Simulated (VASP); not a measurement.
PbSe:

```
Pb Se
1.0
     3.76816    0.00000    0.00000
     0.00000    3.76816    0.00000
     0.00000    0.00000    3.76816
Pb Se
1 1
Cartesian
  0.0000 0.0000 0.0000
  1.8841 1.8841 1.8841
```

Base run:

- Program: VASP 6.6.1
- Functional: r2SCAN
- Potentials or basis: VASP PAW PBE potentials, release 64 (Pb_d, Se)
- Cutoff: 520 eV
- k mesh: 8 × 8 × 8
- Occupations: fermi-dirac, width 0.02 eV
- Spin: no spin polarisation

Its results: band gap on the k mesh zero (band 10 reaches 5.33 eV, above the bottom of band 11 at 4.89 eV); pressure -0.3 GPa.

Problem. The run is repeated on the same cell with these changes: functional from r2SCAN to PBE. What comes out?

Solution. Band gap on the k mesh zero (band 10 reaches 5.52 eV, above the bottom of band 11 at 4.85 eV); pressure 0.4 GPa.

Caveats: spin-orbit coupling is left out, which moves the levels of the heavy elements; the PAW data sets were made with another functional, which shifts forces and pressure a little (some runs).
